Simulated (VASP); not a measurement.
# TiAl3 (Cm) in VASP: notebook

The runs below take TiAl3 through single point, with PBEsol.

All numbers are computed with VASP 6.6.1; they aren't measurements. Logs are shortened: lines on timing, memory, paths and dates and some standing lists are left out, and cuts for length are marked.

## 1. The cell of the first run

It takes space group Cm (No. 8, monoclinic). Conventional cell: a = 5.584 Å, b = 5.584 Å, c = 12.071 Å, α = 90.00°, β = 101.11°, γ = 90.00°. Ti (site symmetry m) has 12 Al at 2.59 to 3.05 Å within 3.4 Å. Ti (site symmetry m) has 12 Al at 2.79 Å within 3.7 Å. Ti (site symmetry m) has 12 Al at 2.79 Å within 3.7 Å. Al (site symmetry 1) has 8 Al at 2.59 to 3.05 Å and 4 Ti at 2.59 to 3.05 Å within 3.4 Å. Within 3.7 Å of Al (site symmetry 1) lie 8 Al at 2.79 Å and 4 Ti at 2.79 Å. Al (site symmetry 1) has 4 Ti at 2.79 Å and 8 Al at 2.79 Å within 3.7 Å. Within 3.7 Å of Al (site symmetry m) lie 4 Ti at 2.79 Å and 8 Al at 2.79 Å. Within 3.4 Å of Al (site symmetry m) lie 8 Al at 2.59 to 3.05 Å and 4 Ti at 2.79 Å.

## 2. Single point, PBEsol (the part above a cut slid along it)

The input, INCAR:

```
SYSTEM = TiAl3
PREC = Accurate ; ENCUT = 500
EDIFF = 1E-6 ; ISMEAR = 0
SIGMA = 0.15 ; LREAL = .False.
LASPH = .True. ; NELM = 120
ALGO = Normal ; ISIF = 2
LWAVE = .False. ; LCHARG = .False.
GGA = PS ; NBANDS = 44
GGA_COMPAT = .False.
```

The input, KPOINTS:

```
Automatic mesh
0
Gamma
  12 12 4
  0 0 0
```

The input, POSCAR:

```
TiAl3
1.0
    0.0000000000     -3.9483448101      0.0000000000
    0.0000000000      0.0000000000     -3.9483448101
   11.8450344303     -1.6452752824      1.6452752824
Ti Al
3 9
Direct
   -0.0347250000      1.0347250000      0.0833333333
   -0.1736250000      1.1736250000      0.4166666667
   -0.3125250000      1.3125250000      0.7500000000
    0.1180250000      0.3819750000      0.9166666667
    0.3958250000      0.1041750000      0.2500000000
    0.2569250000      0.2430750000      0.5833333333
   -0.3819750000      0.8819750000      0.9166666667
   -0.1041750000      0.6041750000      0.2500000000
   -0.2430750000      0.7430750000      0.5833333333
    0.1874750000      0.8125250000      0.7500000000
    0.4652750000      0.5347250000      0.0833333333
    0.3263750000      0.6736250000      0.4166666667
```

Potentials or basis: VASP PAW PBE potentials, release 64 (Ti_sv, Al).

Launch:

```bash
$ cat potpaw_PBE.64/Ti_sv/POTCAR potpaw_PBE.64/Al/POTCAR > POTCAR
$ mpirun -np 1 vasp_std > vasp.out
```

OUTCAR:

```text
SYSTEM = TiAl3
   PREC = Accurate
   ENCUT = 500
   EDIFF = 1E-6
   ISMEAR = 0
   LREAL = .False.
   LASPH = .True.
   NELM = 120
   ISIF = 2
   GGA = PS

 ion  position               nearest neighbor table
   1  0.965  0.035  0.083-   4 2.59   7 2.59  11 2.79  11 2.79  11 2.79  11 2.79   8 2.79   5 2.79
                             8 2.79   5 2.79   7 3.05   4 3.05
   2  0.826  0.174  0.417-   6 2.79   9 2.79   9 2.79   6 2.79  12 2.79  12 2.79  12 2.79  12 2.79
                             5 2.79   8 2.79   8 2.79   5 2.79
   3  0.687  0.313  0.750-  10 2.79  10 2.79  10 2.79  10 2.79   7 2.79   4 2.79   6 2.79   9 2.79
                             6 2.79   9 2.79   7 2.79   4 2.79
   4  0.118  0.382  0.917-   1 2.59  11 2.59   7 2.79   7 2.79   7 2.79   7 2.79   3 2.79  10 2.79
                            10 2.79   3 2.79  11 3.05   1 3.05
   5  0.396  0.104  0.250-   8 2.79   8 2.79   8 2.79   8 2.79   1 2.79  11 2.79  12 2.79   2 2.79
                            12 2.79   2 2.79   1 2.79  11 2.79
   6  0.257  0.243  0.583-   2 2.79  12 2.79   2 2.79  12 2.79   9 2.79   9 2.79   9 2.79   9 2.79
                            10 2.79   3 2.79   3 2.79  10 2.79
   7  0.618  0.882  0.917-   1 2.59  11 2.59   4 2.79   4 2.79   4 2.79   4 2.79   3 2.79  10 2.79
                            10 2.79   3 2.79  11 3.05   1 3.05
   8  0.896  0.604  0.250-   5 2.79   5 2.79   5 2.79   5 2.79   1 2.79  11 2.79  12 2.79   2 2.79
                            12 2.79   2 2.79   1 2.79  11 2.79
   9  0.757  0.743  0.583-   2 2.79  12 2.79  12 2.79   2 2.79   6 2.79   6 2.79   6 2.79   6 2.79
                            10 2.79   3 2.79   3 2.79  10 2.79
  10  0.187  0.813  0.750-   3 2.79   3 2.79   3 2.79   3 2.79   7 2.79   4 2.79   6 2.79   9 2.79
                             9 2.79   6 2.79   4 2.79   7 2.79
  11  0.465  0.535  0.083-   4 2.59   7 2.59   1 2.79   1 2.79   1 2.79   1 2.79   8 2.79   5 2.79
                             5 2.79   8 2.79   7 3.05   4 3.05
  12  0.326  0.674  0.417-   6 2.79   9 2.79   6 2.79   9 2.79   2 2.79   2 2.79   2 2.79   2 2.79
                             5 2.79   8 2.79   5 2.79   8 2.79

  LATTYP: Found a base centered monoclinic cell.
 ALAT       =     5.5838027794
 B/A-ratio  =     1.0000000000
 C/A-ratio  =     2.1618600533
 COS(beta)  =    -0.1927506822

  Lattice vectors:

 A1 = (   0.0000000000,   0.0000000000,  -3.9483448101)
 A2 = (   0.0000000000,   3.9483448101,   0.0000000000)
 A3 = (  11.8450344303,  -1.6452752824,   1.6452752824)

Analysis of symmetry for initial positions (statically):
=====================================================================
 Subroutine PRICEL returns:
 Original cell was already a primitive cell.

 Routine SETGRP: Setting up the symmetry group for a
 base centered monoclinic supercell.

 Subroutine GETGRP returns: Found  2 space group operations
 (whereof  2 operations were pure point group operations)
 out of a pool of  4 trial point group operations.

The static configuration has the point symmetry C_1h.

Analysis of symmetry for dynamics (positions and initial velocities):
=====================================================================
 Subroutine PRICEL returns:
 Original cell was already a primitive cell.

 Routine SETGRP: Setting up the symmetry group for a
 base centered monoclinic supercell.

 Subroutine GETGRP returns: Found  2 space group operations
 (whereof  2 operations were pure point group operations)
 out of a pool of  4 trial point group operations.

The dynamic configuration has the point symmetry C_1h.

 Subroutine INISYM returns: Found  2 space group operations
 (whereof  2 operations are pure point group operations),
 and found     1 'primitive' translations

----------------------------------------------------------------------------------------

                                     Primitive cell

  volume of cell :     184.6573

  direct lattice vectors                    reciprocal lattice vectors
     0.000000000 -3.948344810  0.000000000    -0.035179298 -0.253270686  0.000000000
     0.000000000  0.000000000 -3.948344810     0.035179298  0.000000000 -0.253270686
    11.845034430 -1.645275282  1.645275282     0.084423562  0.000000000  0.000000000

  length of vectors
     3.948344810  3.948344810 12.071400174     0.255702217  0.255702217  0.084423562

  position of ions in fractional coordinates (direct lattice)
     0.965275000  0.034725000  0.083333333
     0.826375000  0.173625000  0.416666667
     0.687475000  0.312525000  0.750000000
     0.118025000  0.381975000  0.916666667
     0.395825000  0.104175000  0.250000000
     0.256925000  0.243075000  0.583333333
     0.618025000  0.881975000  0.916666667
     0.895825000  0.604175000  0.250000000
     0.756925000  0.743075000  0.583333333
     0.187475000  0.812525000  0.750000000
     0.465275000  0.534725000  0.083333333
     0.326375000  0.673625000  0.416666667

  ion indices of the primitive-cell ions
   primitive index   ion index
                 1           1
                 2           2
                 3           3
                 4           4
                 5           5
                 6           6
                 7           7
                 8           8
                 9           9
                10          10
                11          11
                12          12

----------------------------------------------------------------------------------------

 KPOINTS: Automatic mesh

Automatic generation of k-mesh.
 Grid dimensions read from file:
 generate k-points for:   12   12    4

 Generating k-lattice:

  Cartesian coordinates                     Fractional coordinates (reciprocal lattice)
    -0.002931608 -0.021105891  0.000000000     0.083333333  0.000000000 -0.000000000
     0.002931608  0.000000000 -0.021105891     0.000000000  0.083333333  0.000000000
     0.021105891  0.000000000  0.000000000     0.000000000  0.000000000  0.250000000

  Length of vectors
     0.021308518  0.021308518  0.021105891

  Shift w.r.t. Gamma in fractional coordinates (k-lattice)
     0.000000000  0.000000000  0.000000000

 Subroutine IBZKPT returns following result:
 ===========================================

 Found    164 irreducible k-points:

 Following reciprocal coordinates:
            Coordinates               Weight
  0.000000  0.000000  0.000000      1.000000
  0.083333  0.000000 -0.000000      4.000000
  0.166667  0.000000 -0.000000      4.000000
  0.250000  0.000000 -0.000000      4.000000
  0.333333  0.000000  0.000000      4.000000
  0.416667  0.000000  0.000000      4.000000
[... 16 lines left out ...]
  0.500000  0.166667 -0.000000      4.000000
 -0.416667  0.166667  0.000000      4.000000
 [... further k-points ...]
   k-points           NKPTS =    164   k-points in BZ     NKDIM =    164   number of bands    NBANDS=     44
   number of dos      NEDOS =    301   number of ions     NIONS =     12
   total plane-waves  NPLWV =  81000
   dimension x,y,z NGX =    30 NGY =   30 NGZ =   90
   dimension x,y,z NGXF=    60 NGYF=   60 NGZF=  180
   ions per type =               3   9
   NGX,Y,Z   is equivalent  to a cutoff of  12.63, 12.63, 12.39 a.u.
   NGXF,Y,Z  is equivalent  to a cutoff of  25.26, 25.26, 24.79 a.u.
 SYSTEM =  TiAl3
   PREC   = accura    normal or accurate (medium, high low for compatibility)
   ISTART =      0    job   : 0-new  1-cont  2-samecut
   ICHARG =      2    charge: 1-file 2-atom 10-const
   ISPIN  =      1    spin polarized calculation?
   LNONCOLLINEAR =      F non collinear calculations
   LSORBIT =      F    spin-orbit coupling
   LASPH  =      T    aspherical Exc in radial PAW
   ENCUT  =  500.0 eV  36.75 Ry    6.06 a.u.   7.20  7.20 22.01*2*pi/ulx,y,z
   NELM   =    120;   NELMIN=  2; NELMDL= -5     # of ELM steps
   EDIFF  = 0.1E-05   stopping-criterion for ELM
   LREAL  =      F    real-space projection
[... 7 lines left out ...]
   TEBEG  =    0.0;   TEEND  =   0.0 temperature during run
   PSTRESS=    0.0 pullay stress
   NELECT =      63.0000    total number of electrons
   NUPDOWN=      -1.0000    fix difference up-down
   EMIN   =  10.00;   EMAX   =-10.00  energy-range for DOS
   EFERMI =   0.00;   METHOD = LEGACY
   ISMEAR =     0;   SIGMA  =   0.15  broadening in eV -4-tet -1-fermi 0-gaus
   EFERMI_NEDOS =   21; number of points for ismear=-14 and -15
   IALGO  =     38    algorithm
   IMIX   =      4    mixing-type and parameters
     AMIX     =   0.40;   BMIX     =  1.00
     AMIX_MAG =   1.60;   BMIX_MAG =  1.00
  volume/ion in A,a.u.               =      15.39       103.84
  Fermi-wavevector in a.u.,A,eV,Ry     =   1.143930  2.161715 17.804261  1.308576
  Thomas-Fermi vector in A             =   2.280624
   LORBIT       =      0    0 simple, 1 ext, 2 COOP (PROOUT), +10 PAW based schemes
   GGA     = PS    functional components
   LHFCALC =     F    Hartree Fock is set to
   AEXX    =    0.0000 exact exchange contribution
   IVDW    =     0    specifies the selected vdW correction
   LEPSILON=     F    determine dielectric tensor
   LRPA    =     F    only Hartree local field effects (RPA)
 non-spin polarized calculation
 Gauss-broadening in eV      SIGMA  =   0.15
  energy-cutoff  :      500.00
  volume of cell :      184.66
 maximum number of plane-waves:      4714
 NGX is ok and might be reduce to    30
   NGX = 15   NGY = 15   NGZ = 45

 number of electron      62.9999995 magnetization

 Free energy of the ion-electron system (eV)
  ---------------------------------------------------
  ext. energy  EPLUGINS =         0.00000000
  ---------------------------------------------------
  free energy    TOTEN  =       -65.91870139 eV

  energy without entropy =      -65.85604007  energy(sigma->0) =      -65.88737073

 E-fermi :   8.9113     XC(G=0): -10.9350

 val. band max:        8.9080636764   @ k =   0.0833   0.0000   0.5000
 cond. band min:       8.9126529622   @ k =   0.3333   0.0000   0.2500
 fundamental gap:      0.0045892858
 Fermi energy:         8.9113188604

 k-point     1 :       0.0000    0.0000    0.0000
  band No.  band energies     occupation
      1     -47.7888      2.00000
      2     -47.5659      2.00000
      3     -47.5140      2.00000
      4     -24.2115      2.00000
      5     -24.1919      2.00000
      6     -24.1898      2.00000
[... 35 lines left out ...]
     42      10.6570      0.00000
     43      11.4008      0.00000

 k-point     2 :       0.0833    0.0000   -0.0000
  band No.  band energies     occupation
      1     -47.7888      2.00000
      2     -47.5658      2.00000
      3     -47.5139      2.00000
      4     -24.2115      2.00000
      5     -24.1928      2.00000
      6     -24.1901      2.00000
[... 35 lines left out ...]
     42      10.8558      0.00000
     43      11.5604      0.00000

 k-point     3 :       0.1667    0.0000   -0.0000
  band No.  band energies     occupation
      1     -47.7886      2.00000
      2     -47.5657      2.00000
      3     -47.5137      2.00000
      4     -24.2117      2.00000
      5     -24.1957      2.00000
      6     -24.1902      2.00000
[... 919 lines left out ...]
      6     -24.1930      2.00000
[... 35 lines left out ...]
     42      11.3143      0.00000
     43      11.4257      0.00000

 k-point    24 :      -0.4167    0.1667    0.0000
  band No.  band energies     occupation
      1     -47.7879      2.00000
      2     -47.5649      2.00000
      3     -47.5130      2.00000
      4     -24.2159      2.00000
      5     -24.2038      2.00000
      6     -24.1932      2.00000
[... 35 lines left out ...]
     42      11.3722      0.00000
     43      11.4764      0.00000

 [... further k-points ...]

 [bands above 43 left out]

------------------------ aborting loop because EDIFF is reached ----------------------------------------

  FORCE on cell =-STRESS in cart. coord.  units (eV):
  Direction    XX          YY          ZZ          XY          YZ          ZX
  --------------------------------------------------------------------------------------
  -------------------------------------------------------------------------------------
  Total        8.5835303     -1.5151239     -1.5151239     -2.3464209      0.0739007      2.3464210
  in kB       74.4749213    -13.1459585    -13.1459585    -20.3586995      0.6411983     20.3586999
  external PRESSURE =      16.0610014 kB  Pullay stress =       0.0000000 kB

 VOLUME and BASIS-vectors are now :
 -----------------------------------------------------------------------------
  energy-cutoff  :      500.00
  volume of cell :      184.66
      direct lattice vectors                 reciprocal lattice vectors
     0.000000000 -3.948344810  0.000000000    -0.035179298 -0.253270686  0.000000000
     0.000000000  0.000000000 -3.948344810     0.035179298  0.000000000 -0.253270686
    11.845034430 -1.645275282  1.645275282     0.084423562  0.000000000  0.000000000

 POSITION                                       TOTAL-FORCE (eV/Angst)
 -----------------------------------------------------------------------------------
      0.98709     -3.94834     -0.00000         2.090991     -0.817198      0.817198
      4.93543     -3.94834      0.00000         0.001422     -0.006315      0.006315
      8.88378     -3.94834      0.00000        -1.408960      0.138590     -0.138590
     10.85795     -1.97417      0.00000        -0.575218      0.609517     -0.478709
      2.96126     -1.97417      0.00000        -0.061003      0.055579      0.030927
      6.90960     -1.97417     -0.00000         0.037082     -0.013913     -0.011160
     10.85795     -3.94834     -1.97417        -0.575218      0.478709     -0.609517
      2.96126     -3.94834     -1.97417        -0.061003     -0.030927     -0.055579
      6.90960     -3.94834     -1.97417         0.037082      0.011160      0.013913
      8.88378     -1.97417     -1.97417         0.173530     -0.018547      0.018547
      0.98709     -1.97417     -1.97417         0.334305     -0.422169      0.422169
      4.93543     -1.97417     -1.97417         0.006988      0.015514     -0.015514
 -----------------------------------------------------------------------------------
    total drift:                                0.000100     -0.000194      0.000194

  FREE ENERGIE OF THE ION-ELECTRON SYSTEM (eV)
  ---------------------------------------------------
  free  energy   TOTEN  =       -65.9187013941 eV

  energy  without entropy=      -65.8560400728  energy(sigma->0) =      -65.88737073
```

Run time: 36 min. Hardware: 1 thread of Oxide Virtual Turin-like, shared host; peak memory 0.9 GiB.

What came out:

- Free energy: -65.9187 eV
- Pressure: 1.6 GPa
- Largest force: 2.389 eV/Å
- Band gap on the k mesh: zero (an odd number of electrons rules out a gap without spin polarisation)

Forces on the atoms (eV/Å):
```
Ti   2.091 -0.817  0.817
Ti   0.001 -0.006  0.006
Ti  -1.409  0.139 -0.139
Al  -0.575  0.610 -0.479
Al  -0.061  0.056  0.031
Al   0.037 -0.014 -0.011
Al  -0.575  0.479 -0.610
Al  -0.061 -0.031 -0.056
Al   0.037  0.011  0.014
Al   0.174 -0.019  0.019
Al   0.334 -0.422  0.422
Al   0.007  0.016 -0.016
```

Caveat: the cell differs from its parent crystal (the part above a cut slid along it); the stress differs along the axes, from -1 to 7 GPa; the PAW data sets were made with another functional, which shifts forces and pressure a little.

(Part 1 of 2 ends here.)
